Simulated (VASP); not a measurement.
# MgZn4O in VASP: notebook, part 2 of 2

VASP 6.6.1.

### Step 3. Single point, PBE

This run uses another cell than the first one, of 15.67 Å³/atom, 0.889 times its volume.

File INCAR:

```
ALGO = Normal ; EDIFF = 1E-6
ENCUT = 520 ; GGA = PE
ISIF = 2 ; ISMEAR = 0
LASPH = T ; LCHARG = F
LREAL = F ; LWAVE = F
NBANDS = 37 ; NELM = 100
PREC = Accurate ; SIGMA = 0.2
```

File KPOINTS:

```
k-points
0
Gamma
  4 4 4
```

File POSCAR:

```
MgZn4O
1.0
    5.3084918334     -0.0000000031      0.0000000000
   -2.6542459140      4.5972887850      0.0000000000
    0.0000000000      0.0000000000      3.8514410607
Mg Zn O
1 4 1
Direct
    0.0000000000      0.0000000000      0.0000000000
    0.6666666667      0.3333333333      0.0000000000
    0.4955357205      0.9910714410      0.5000000000
    0.0089285590      0.5044642795      0.5000000000
    0.4955357205      0.5044642795      0.5000000000
    0.3333333333      0.6666666667      0.0000000000
```

Potentials or basis: VASP PAW PBE potentials, release 64 (Mg, Zn, O).

On the command line:

```sh
> cat potpaw_PBE.64/Mg/POTCAR potpaw_PBE.64/Zn/POTCAR potpaw_PBE.64/O/POTCAR > POTCAR
> mpirun -np 1 vasp_std > vasp.out
```

OUTCAR:

```text
EDIFF = 1E-6
   ENCUT = 520
   GGA = PE
   ISIF = 2
   ISMEAR = 0
   LASPH = T
   LREAL = F
   NELM = 100
   PREC = Accurate

 ion  position               nearest neighbor table
   1  0.000  0.000  0.000-   2 3.06   2 3.06   2 3.06   4 3.28   4 3.28   4 3.28   4 3.28   5 3.28
                             5 3.28   5 3.28   5 3.28   3 3.28   3 3.28   3 3.28   3 3.28
   2  0.667  0.333  0.000-   3 2.49   3 2.49   4 2.49   4 2.49   5 2.49   5 2.49   1 3.06   1 3.06
                             1 3.06
   3  0.496  0.991  0.500-   6 2.44   6 2.44   2 2.49   2 2.49   5 2.58   4 2.58   5 2.73   4 2.73
                             1 3.28   1 3.28   1 3.28   1 3.28
   4  0.009  0.504  0.500-   6 2.44   6 2.44   2 2.49   2 2.49   3 2.58   5 2.58   3 2.73   5 2.73
                             1 3.28   1 3.28   1 3.28   1 3.28
   5  0.496  0.504  0.500-   6 2.44   6 2.44   2 2.49   2 2.49   3 2.58   4 2.58   3 2.73   4 2.73
                             1 3.28   1 3.28   1 3.28   1 3.28
   6  0.333  0.667  0.000-   3 2.44   3 2.44   4 2.44   4 2.44   5 2.44   5 2.44

  LATTYP: Found a hexagonal cell.
 ALAT       =     5.3084918334
 C/A-ratio  =     0.7255245334

  Lattice vectors:

 A1 = (   5.3084918334,  -0.0000000031,   0.0000000000)
 A2 = (  -2.6542459140,   4.5972887850,   0.0000000000)
 A3 = (   0.0000000000,   0.0000000000,   3.8514410607)

Analysis of symmetry for initial positions (statically):
=====================================================================
 Subroutine PRICEL returns:
 Original cell was already a primitive cell.

 Routine SETGRP: Setting up the symmetry group for a
 hexagonal supercell.

 Subroutine GETGRP returns: Found 12 space group operations
 (whereof 12 operations were pure point group operations)
 out of a pool of 24 trial point group operations.

The static configuration has the point symmetry D_3h.

Analysis of symmetry for dynamics (positions and initial velocities):
=====================================================================
 Subroutine PRICEL returns:
 Original cell was already a primitive cell.

 Routine SETGRP: Setting up the symmetry group for a
 hexagonal supercell.

 Subroutine GETGRP returns: Found 12 space group operations
 (whereof 12 operations were pure point group operations)
 out of a pool of 24 trial point group operations.

The dynamic configuration has the point symmetry D_3h.

 Subroutine INISYM returns: Found 12 space group operations
 (whereof 12 operations are pure point group operations),
 and found     1 'primitive' translations

----------------------------------------------------------------------------------------

                                     Primitive cell

  volume of cell :      93.9931

  direct lattice vectors                    reciprocal lattice vectors
     5.308491833 -0.000000003  0.000000000     0.188377421  0.108759755  0.000000000
    -2.654245914  4.597288785  0.000000000     0.000000000  0.217519509  0.000000000
     0.000000000  0.000000000  3.851441061     0.000000000  0.000000000  0.259643075

  length of vectors
     5.308491833  5.308491833  3.851441061     0.217519509  0.217519509  0.259643075

  position of ions in fractional coordinates (direct lattice)
     0.000000000  0.000000000  0.000000000
     0.666666667  0.333333333  0.000000000
     0.495535721  0.991071441  0.500000000
     0.008928559  0.504464279  0.500000000
     0.495535721  0.504464279  0.500000000
     0.333333333  0.666666667  0.000000000

  ion indices of the primitive-cell ions
   primitive index   ion index
                 1           1
[... 45 lines left out ...]
  0.250000  0.250000  0.500000      6.000000
   k-points           NKPTS =     12   k-points in BZ     NKDIM =     12   number of bands    NBANDS=     37
   number of dos      NEDOS =    301   number of ions     NIONS =      6
   total plane-waves  NPLWV =  48000
   dimension x,y,z NGX =    40 NGY =   40 NGZ =   30
   dimension x,y,z NGXF=    80 NGYF=   80 NGZF=   60
   ions per type =               1   4   1
   NGX,Y,Z   is equivalent  to a cutoff of  12.53, 12.53, 12.95 a.u.
   NGXF,Y,Z  is equivalent  to a cutoff of  25.05, 25.05, 25.90 a.u.
 SYSTEM =  unknown system
   PREC   = accura    normal or accurate (medium, high low for compatibility)
   ISTART =      0    job   : 0-new  1-cont  2-samecut
   ICHARG =      2    charge: 1-file 2-atom 10-const
   ISPIN  =      1    spin polarized calculation?
   LNONCOLLINEAR =      F non collinear calculations
   LSORBIT =      F    spin-orbit coupling
   LASPH  =      T    aspherical Exc in radial PAW
   ENCUT  =  520.0 eV  38.22 Ry    6.18 a.u.   9.87  9.87  7.16*2*pi/ulx,y,z
   NELM   =    100;   NELMIN=  2; NELMDL= -5     # of ELM steps
   EDIFF  = 0.1E-05   stopping-criterion for ELM
   LREAL  =      F    real-space projection
   EDIFFG = 0.1E-04   stopping-criterion for IOM
   NSW    =      0    number of steps for IOM
   IBRION =     -1    ionic relax: 0-MD 1-quasi-New 2-CG
   NFREE  =      0    steps in history (QN), initial steepest desc. (CG)
   ISIF   =      2    stress and relaxation
   ISYM   =      2    0-nonsym 1-usesym 2-fastsym
   POTIM  = 0.5000    time-step for ionic-motion
   TEBEG  =    0.0;   TEEND  =   0.0 temperature during run
   PSTRESS=    0.0 pullay stress
   NELECT =      56.0000    total number of electrons
   NUPDOWN=      -1.0000    fix difference up-down
   EMIN   =  10.00;   EMAX   =-10.00  energy-range for DOS
   EFERMI =   0.00;   METHOD = LEGACY
   ISMEAR =     0;   SIGMA  =   0.20  broadening in eV -4-tet -1-fermi 0-gaus
   EFERMI_NEDOS =   21; number of points for ismear=-14 and -15
   IALGO  =     38    algorithm
   IMIX   =      4    mixing-type and parameters
     AMIX     =   0.40;   BMIX     =  1.00
     AMIX_MAG =   1.60;   BMIX_MAG =  1.00
  volume/ion in A,a.u.               =      15.67       105.72
  Fermi-wavevector in a.u.,A,eV,Ry     =   1.377544  2.603180 25.818785  1.897627
  Thomas-Fermi vector in A             =   2.502687
   LORBIT       =      0    0 simple, 1 ext, 2 COOP (PROOUT), +10 PAW based schemes
   GGA     = PE    functional components
   LHFCALC =     F    Hartree Fock is set to
   AEXX    =    0.0000 exact exchange contribution
   IVDW    =     0    specifies the selected vdW correction
   LEPSILON=     F    determine dielectric tensor
   LRPA    =     F    only Hartree local field effects (RPA)
 non-spin polarized calculation
 Gauss-broadening in eV      SIGMA  =   0.20
  energy-cutoff  :      520.00
  volume of cell :       93.99
 maximum number of plane-waves:      2552
 NGX is ok and might be reduce to    40
   NGX = 19   NGY = 19   NGZ = 15

 number of electron      55.9999971 magnetization

 Free energy of the ion-electron system (eV)
  ---------------------------------------------------
  ext. energy  EPLUGINS =         0.00000000
  ---------------------------------------------------
  free energy    TOTEN  =       -11.18286947 eV

  energy without entropy =      -11.15600136  energy(sigma->0) =      -11.16943542

 E-fermi :   2.5958     XC(G=0): -10.6026

 val. band max:        2.4841679370   @ k =   0.5000   0.0000   0.2500
 cond. band min:       2.7068326182   @ k =   0.0000   0.0000   0.2500
 fundamental gap:      0.2226646812
 Fermi energy:         2.5958462996

 k-point     1 :       0.0000    0.0000    0.0000
  band No.  band energies     occupation
      1     -15.0625      2.00000
      2      -6.3936      2.00000
      3      -5.3099      2.00000
      4      -5.2976      2.00000
      5      -5.2976      2.00000
      6      -5.1989      2.00000
[... 469 lines left out ...]
     36      10.0977      0.00000
     37      11.1327      0.00000

------------------------ aborting loop because EDIFF is reached ----------------------------------------

  FORCE on cell =-STRESS in cart. coord.  units (eV):
  Direction    XX          YY          ZZ          XY          YZ          ZX
  --------------------------------------------------------------------------------------
  -------------------------------------------------------------------------------------
  Total        0.4994830      0.4994830     -0.2485757      0.0000000     -0.0000000      0.0000000
  in kB        8.5140279      8.5140279     -4.2371421      0.0000000     -0.0000000      0.0000000
  external PRESSURE =       4.2636379 kB  Pullay stress =       0.0000000 kB

 VOLUME and BASIS-vectors are now :
 -----------------------------------------------------------------------------
  energy-cutoff  :      520.00
  volume of cell :       93.99
      direct lattice vectors                 reciprocal lattice vectors
     5.308491833 -0.000000003  0.000000000     0.188377421  0.108759755  0.000000000
    -2.654245914  4.597288785  0.000000000     0.000000000  0.217519509  0.000000000
     0.000000000  0.000000000  3.851441061     0.000000000  0.000000000  0.259643075

 POSITION                                       TOTAL-FORCE (eV/Angst)
 -----------------------------------------------------------------------------------
      0.00000      0.00000      0.00000         0.000000     -0.000000     -0.000000
      2.65425      1.53243      0.00000         0.000000     -0.000000     -0.000000
      0.00000      4.55624      1.92572        -0.000000     -0.040267      0.000000
     -1.29158      2.31917      1.92572         0.034872      0.020134      0.000000
      1.29158      2.31917      1.92572        -0.034872      0.020134      0.000000
      0.00000      3.06486      0.00000         0.000000      0.000000     -0.000000
 -----------------------------------------------------------------------------------
    total drift:                                0.000007     -0.000004      0.000000

  FREE ENERGIE OF THE ION-ELECTRON SYSTEM (eV)
  ---------------------------------------------------
  free  energy   TOTEN  =       -11.1828694725 eV

  energy  without entropy=      -11.1560013587  energy(sigma->0) =      -11.16943542
```

stdout:

```text
POSCAR found type information on POSCAR MgZnO
 POSCAR found :  3 types and       6 ions
 scaLAPACK will be used
 LDA part: xc-table for (Slater+PW92), standard interpolation
 POSCAR, INCAR and KPOINTS ok, starting setup
 FFT: planning ... GRIDC
 FFT: planning ... GRID_SOFT
 FFT: planning ... GRID
 WAVECAR not read
 entering main loop
```

Wall time 28 s (1 thread of AMD EPYC 9R45 (Zen 5), shared host); peak memory 0.19 GiB.

What came out:

```
Free energy            : -11.1829 eV
Pressure               : 0.4 GPa
Largest force          : 0.040 eV/Å
Band gap on the k mesh : zero (band 28 reaches 3.48 eV, above the bottom of band 29 at 2.20 eV)
```

Forces on the atoms (eV/Å):
```
Mg   0.000  0.000  0.000
Zn   0.000  0.000  0.000
Zn   0.000 -0.040  0.000
Zn   0.035  0.020  0.000
Zn  -0.035  0.020  0.000
O    0.000  0.000  0.000
```

Levels at points of the mesh, in eV from the Fermi level:
| k point | band 24 | band 25 | band 26 | band 27 | band 28 | band 29 | band 30 | band 31 | band 32 | band 33 |
| --- | --- | --- | --- | --- | --- | --- | --- | --- | --- | --- |
| (0.00, 0.00, 0.00) | -3.65 | -3.58 | -1.51 | -1.51 | -1.48 | 1.17 | 2.03 | 2.03 | 2.19 | 4.47 |
| (0.50, 0.00, 0.00) | -4.32 | -3.20 | -2.43 | -1.25 | -0.47 | 2.09 | 3.48 | 4.18 | 4.42 | 5.39 |
| (0.00, 0.00, 0.50) | -3.88 | -3.33 | -3.33 | 0.89 | 0.89 | 1.33 | 1.33 | 1.44 | 1.45 | 1.45 |
| (0.50, 0.00, 0.50) | -4.97 | -3.52 | -2.00 | -1.68 | -0.55 | -0.39 | 1.52 | 1.90 | 3.28 | 6.10 |

Caveat: the k points lie up to 0.41 Å⁻¹ apart.

### Step 4. Single point, PBE

This run uses another cell than the first one, of 16.91 Å³/atom, 0.960 times its volume.

File INCAR:

```
  PREC = Accurate
  ENCUT = 520
  EDIFF = 1E-6
  ISMEAR = 0
  SIGMA = 0.2
  LREAL = F
  LASPH = T
  NELM = 100
  ALGO = Normal
  ISIF = 2
  LWAVE = F
  LCHARG = F
  GGA = PE
  NBANDS = 37
```

File KPOINTS:

```
regular mesh
0
Gamma
  4 4 4
```

File POSCAR:

```
MgZn4O
1.0
    4.8241874088      0.0000000000      0.0000000000
   -2.4120937044      4.1778688487      0.0000000000
    0.0000000000      0.0000000000      5.0345583249
Mg Zn O
1 4 1
Direct
    0.3333333333      0.6666666667      0.0000000000
    0.6666666667      0.3333333333      0.0000000000
    0.9975069026      0.4987534513      0.5000000000
    0.5012465487      0.4987534513      0.5000000000
    0.5012465487      0.0024930974      0.5000000000
    0.0000000000      0.0000000000      0.0000000000
```

On the command line:

```sh
> cat potpaw_PBE.64/Mg/POTCAR potpaw_PBE.64/Zn/POTCAR potpaw_PBE.64/O/POTCAR > POTCAR
> mpirun -np 1 vasp_std > vasp.out
```

It took 42 s on 1 thread of AMD EPYC 9R45 (Zen 5), shared host; peak memory 0.17 GiB.

Results (log left out):

| Property | Result |
| --- | --- |
| Free energy | -9.6035 eV |
| Pressure | 0.3 GPa |
| Largest force | 0.012 eV/Å |
| Band gap on the k mesh | zero (band 28 reaches 3.34 eV, above the bottom of band 29 at 1.76 eV) |

Forces on the atoms (eV/Å):
```
Mg   0.000  0.000  0.000
Zn   0.000  0.000  0.000
Zn   0.010  0.006  0.000
Zn  -0.010  0.006  0.000
Zn   0.000 -0.012  0.000
O    0.000  0.000  0.000
```

Stress tensor (GPa, compression positive):
```
0.22 0.00 0.00
0.00 0.22 0.00
0.00 0.00 0.59
```

Levels at points of the mesh, in eV from the Fermi level:
```
           k point  band 26  band 27  band 28  band 29  band 30  band 31
(0.00, 0.00, 0.00)    -2.24    -0.84    -0.18     0.32     0.32     1.92
(0.50, 0.00, 0.00)    -1.59    -0.71    -0.39     0.04     0.82     1.52
(0.00, 0.00, 0.50)    -1.90    -1.06     1.39     1.39     1.50     1.50
(0.50, 0.00, 0.50)    -2.28    -1.71    -0.35    -0.15     0.86     2.32
```

Caveat: the k points lie up to 0.38 Å⁻¹ apart.

### Step 5. Summary

| cell | k mesh | gap on the mesh (eV) | pressure (GPa) | largest force (eV/Å) |
| --- | --- | --- | --- | --- |
| a = 4.857, b = 4.857, c = 5.177 Å, angles 90.0, 90.0, 120.0°, 6 atoms | 4 × 4 × 3 | none | 0.2 | 0.01 |
| a = 5.308, b = 5.308, c = 3.851 Å, angles 90.0, 90.0, 120.0°, 6 atoms | 4 × 4 × 4 | none | 0.4 | 0.04 |
| a = 4.824, b = 4.824, c = 5.035 Å, angles 90.0, 90.0, 120.0°, 6 atoms | 4 × 4 × 4 | none | 0.3 | 0.01 |

Alike in all rows: task single point; level PBE; potentials or basis VASP PAW PBE potentials, release 64 (Mg, Zn, O); no spin polarisation; cutoff (eV) 520; smearing gaussian 0.2 eV.

Caveats: all runs use coarse meshes.

Absolute energies hang on the potentials; compare differences alone.
